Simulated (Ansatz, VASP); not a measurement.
## Cd2O3: VASP beside Ansatz

Contents of POSCAR:

```
Cd2O3
1.0
    3.7098359212      0.0000000000      0.0000000000
   -1.8549179606      3.2128121517      0.0000000000
    0.0000000000      0.0000000000      5.7719020805
Cd O
2 3
Direct
    0.3333333333      0.6666666667      0.2450000000
    0.6666666667      0.3333333333      0.7550000000
    0.0000000000      0.0000000000      0.0000000000
    0.3333333333      0.6666666667      0.6450000000
    0.6666666667      0.3333333333      0.3550000000
```

The input INCAR.step1:

```
SYSTEM = Cd2O3
ALGO     = Normal         ! electronic algorithm
EDIFF    = 1E-5           ! SCF threshold, eV
ENCUT    = 660            ! plane-wave cutoff, eV
GGA      = PE             ! functional
GGA_COMPAT= .False.      
ISMEAR   = 0              ! smearing method
LASPH    = .True.         ! aspherical terms in the spheres
LCHARG   = .False.        ! write CHGCAR
LREAL    = .False.        ! projectors in reciprocal space
LWAVE    = .True.         ! write WAVECAR
NBANDS   = 37             ! bands
NELM     = 120            ! most SCF steps
PREC     = Accurate       ! precision mode
SIGMA    = 0.1            ! smearing width, eV
```

Contents of INCAR.step2:

```
SYSTEM = Cd2O3
ALGO     = Normal         ! electronic algorithm
EDIFF    = 1E-6           ! SCF threshold, eV
ENCUT    = 660            ! plane-wave cutoff, eV
GGA_COMPAT= .False.      
ISIF     = 2              ! what is computed and relaxed
ISMEAR   = 0              ! smearing method
ISTART   = 1            
LASPH    = .True.         ! aspherical terms in the spheres
LCHARG   = .True.         ! write CHGCAR
LELF     = .True.         ! ELF
LMIXTAU  = .True.       
LREAL    = .False.        ! projectors in reciprocal space
LVHAR    = .True.       
LWAVE    = .False.        ! write WAVECAR
METAGGA  = R2SCAN         ! meta-GGA
NBANDS   = 37             ! bands
NELM     = 120            ! most SCF steps
PREC     = Accurate       ! precision mode
SIGMA    = 0.1            ! smearing width, eV
```

The input KPOINTS:

```
k-points
0
Gamma
  6 6 4
  0 0 0
```

Input for Ansatz:

```yaml
crystal:
  lattice:
    - [3.7098359212, 0.0, 0.0]
    - [-1.8549179606, 3.2128121517, 0.0]
    - [0.0, 0.0, 5.7719020805]
  atoms:
    - { symbol: Cd, position: [0.3333333333, 0.6666666667, 0.245] }
    - { symbol: Cd, position: [0.6666666667, 0.3333333333, 0.755] }
    - { symbol: O, position: [0.0, 0.0, 0.0] }
    - { symbol: O, position: [0.3333333333, 0.6666666667, 0.645] }
    - { symbol: O, position: [0.6666666667, 0.3333333333, 0.355] }
basis:
  ecutwfc: 500
kpoints:
  mp_grid: { grid: [6, 6, 4] }
hamiltonian:
  xc: r2scan
scf:
  occupations: { method: gaussian, width: 0.1 }
  lower_state_search: "off"
output:
  forces: true
  stress: true
  eigenvalues: true
```

Alike in both runs: task single point; functional r2SCAN; k mesh 6 × 6 × 4; occupations gaussian, width 0.1 eV; no spin polarisation.

|  | VASP | Ansatz |
| --- | --- | --- |
| version | VASP 6.6.1 | Ansatz 0.2.0 |
| potentials or method | VASP PAW PBE potentials, release 64 (Cd_sv_GW, O), cutoff 660 eV | scalar-relativistic, plane waves, PAW |
| valence electrons in the cell | 58 | 58 |

```tsv
	VASP	Ansatz	Ansatz less VASP
gap on the k mesh at the Fermi level (eV)	none	none	-
pressure (GPa)	-6.9	-6.6	+0.32
traceless stress, the component that is largest in VASP (GPa)	1.83	1.85	+0.017
rms of the force components (eV/Å)	0.176	0.177	+0.0010
```

VASP's potentials were made for PBE, not for r2SCAN. Atom by atom the forces differ by 0.002 eV/Å (rms over components). A gap of «none» marks a metal or a gap that the smearing closes.
